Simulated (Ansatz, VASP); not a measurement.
One calculation of LaTa2GeN3, two programs

```
CELL_PARAMETERS angstrom
5.30689 0.00100 -0.03230
-2.29000 5.24978 0.02404
-0.47845 -2.99223 5.41654
ATOMIC_POSITIONS crystal
La 0.59927 0.07984 0.52812
Ta 0.70843 0.46904 0.20287
Ta 0.97629 0.00366 0.02817
Ge 0.04927 0.69851 0.62484
N 0.36412 0.21729 0.24390
N 0.84320 0.24267 0.95991
N 0.70942 0.78899 0.16218
```

Alike in both runs: task single point; functional PBE; k mesh 4 × 4 × 4; occupations gaussian, width 0.1 eV; no spin polarisation.

|  | VASP | Ansatz |
| --- | --- | --- |
| version | VASP 6.6.1 | Ansatz 0.2.0 |
| potentials or method | VASP PAW PBE potentials, release 64 (La, Ta_pv, Ge_d, N), cutoff 520 eV | scalar-relativistic, plane waves, PAW |
| valence electrons in the cell | 62 | 66 |

```csv
,VASP,Ansatz,Ansatz less VASP
gap on the k mesh at the Fermi level (eV),0.63,0.63,+0.003
least direct gap on the mesh (eV),0.63,0.63,+0.003
pressure (GPa),0.3,0.0,-0.27
"traceless stress, the component that is largest in VASP (GPa)",-0.18,0.02,+0.202
rms of the force components (eV/Å),0.041,0.002,-0.0393
```

Atom by atom the forces differ by 0.041 eV/Å (rms over components). With one functional, cell and mesh, what is left measures potentials, basis and numerics. VASP's potentials hold 62 valence electrons a cell and Ansatz's 66, so a difference there can come from the potentials and not from the codes.

Neither program's run includes spin-orbit coupling.
